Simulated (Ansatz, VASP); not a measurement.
Two plane-wave programs on In2O3

```
In O
1.0
     2.75622    1.59130    4.84570
    -2.75622    1.59130    4.84570
     0.00000   -3.18261    4.84570
In O
4 6
Cartesian
  0.0000 0.0000 9.3409
  0.0000 0.0000 12.4648
  0.0000 0.0000 5.1962
  0.0000 0.0000 2.0723
  -1.9408 -0.1789 6.0571
  0.8154 1.7702 6.0571
  1.1253 -1.5913 6.0571
  1.9408 0.1789 8.4800
  -1.1253 1.5913 8.4800
  -0.8154 -1.7702 8.4800
```

Alike in both runs: task single point; functional PBEsol; k mesh 6 × 6 × 6; occupations gaussian, width 0.02 eV; no spin polarisation.

|  | VASP | Ansatz |
| --- | --- | --- |
| version | VASP 6.6.1 | Ansatz 0.2.0 |
| potentials or method | VASP PAW PBE potentials, release 64 (In_d, O), cutoff 520 eV | scalar-relativistic, plane waves, PAW |
| valence electrons in the cell | 88 | 88 |

|  | VASP | Ansatz | Ansatz less VASP |
| --- | --- | --- | --- |
| gap on the k mesh at the Fermi level (eV) | 1.11 | 1.12 | +0.007 |
| least direct gap on the mesh (eV) | 1.16 | 1.17 | +0.007 |
| pressure (GPa) | 0.5 | 0.0 | -0.50 |
| traceless stress, the component that is largest in VASP (GPa) | -0.10 | 0.00 | +0.100 |

VASP's potentials were made for PBE, not for PBEsol. The functional is the same, so the differences come from potentials, cutoffs and numerics.
